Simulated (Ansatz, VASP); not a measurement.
One calculation of La, two programs

Contents of POSCAR:

```
La
1.0
   -2.0804754144      2.0804754144      2.0804754144
    2.0804754144     -2.0804754144      2.0804754144
    2.0804754144      2.0804754144     -2.0804754144
La
1
Direct
    0.0000000000      0.0000000000      0.0000000000
```

The input INCAR.step1:

```
SYSTEM = La
  ALGO = Normal
  EDIFF = 1E-5
  ENCUT = 520
  GGA = PE
  ISIF = 2
  ISMEAR = 0
  LASPH = .True.
  LREAL = .False.
  LWAVE = .True.
  NBANDS = 12
  NELM = 100
  PREC = Accurate
  SIGMA = 0.025
```

The input INCAR.step2:

```
SYSTEM = La
  AEXX = 0.5
  ALGO = Normal
  EDIFF = 1E-6
  ENCUT = 520
  ISIF = 2
  ISMEAR = 0
  ISTART = 1
  LASPH = .True.
  LCHARG = .True.
  LELF = .True.
  LHFCALC = .True.
  LMIXTAU = .True.
  LREAL = .False.
  LVHAR = .True.
  LWAVE = .False.
  METAGGA = R2SCAN
  NBANDS = 12
  NELM = 100
  PREC = Accurate
  PRECFOCK = Normal
  SIGMA = 0.025
```

File KPOINTS:

```
k-points
0
Gamma
  6 6 6
  0 0 0
```

The input input.yaml:

```yaml
crystal:
  lattice:
    - [-2.0804754144, 2.0804754144, 2.0804754144]
    - [2.0804754144, -2.0804754144, 2.0804754144]
    - [2.0804754144, 2.0804754144, -2.0804754144]
  atoms:
    - { symbol: La, position: [0.0, 0.0, 0.0] }
hamiltonian:
  xc: r2scan50
  pseudopotentials: { kind: paw, accuracy: stringent }
kpoints:
  mp_grid: { grid: [6, 6, 6] }
scf:
  occupations: { method: gaussian, width: 0.025 }
output:
  forces: true
  stress: true
  eigenvalues: true
```

Alike in both runs: task single point; functional r2SCAN50; k mesh 6 × 6 × 6; occupations gaussian, width 0.025 eV; no spin polarisation.

|  | VASP | Ansatz |
| --- | --- | --- |
| version | VASP 6.6.1 | Ansatz 0.2.0 |
| potentials or method | VASP PAW PBE potentials, release 64 (La) | SSSP precision PAW |
| plane-wave cutoff (eV) | 520 | 544 |
| valence electrons in the cell | 11 | 11 |

VASP gave:

| Item | Value |
| --- | --- |
| gap on the k mesh at the Fermi level (eV) | none |
| pressure (GPa) | 4.2 |

Problem. Estimate Ansatz's values.

Solution. gap on the k mesh at the Fermi level (eV): none; pressure (GPa): 3.2.

VASP's potentials were made for PBE, not for r2SCAN50. A gap of «none» marks a metal or a gap that the smearing closes.

Spin-orbit coupling is off throughout. Noted on Ansatz's run: the magnetic or orbital state may not be the lowest.
